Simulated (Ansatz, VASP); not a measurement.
# Y2Si3O: VASP beside Ansatz

```
Y Si O
1.0
     4.09344    0.00000    0.00000
    -2.04672    3.54502    0.00000
     0.00000    0.00000    8.31656
Y Si O
2 3 1
Cartesian
  0.0000 0.0000 0.0000
  2.0467 1.1817 4.1583
  0.0000 2.3633 4.1583
  2.0467 1.1817 7.4597
  2.0467 1.1817 0.8568
  0.0000 0.0000 4.1583
```

Alike in both runs: task single point; functional PBE; k mesh 6 × 6 × 2; occupations gaussian, width 0.1 eV; collinear spin.

|  | VASP | Ansatz |
| --- | --- | --- |
| version | VASP 6.6.1 | Ansatz 0.2.0 |
| potentials or method | VASP PAW PBE potentials, release 64 (Y_sv, Si, O), cutoff 520 eV | scalar-relativistic, plane waves, PAW |
| valence electrons in the cell | 40 | 40 |

VASP gave:

- gap on the k mesh at the Fermi level (eV): none
- rms of the force components (eV/Å): 6.773
- net moment per atom (μB): 0.00

Problem. What did Ansatz give for the same quantities?

Solution. gap on the k mesh at the Fermi level (eV): none; rms of the force components (eV/Å): 6.843; net moment per atom (μB): 0.00.

Atom by atom the forces differ by 0.069 eV/Å (rms over components). A gap of «none» marks a metal or a gap that the smearing closes. Ansatz's warnings: seeded moment not kept.

The k mesh is coarse, so the values compare programs but aren't converged.
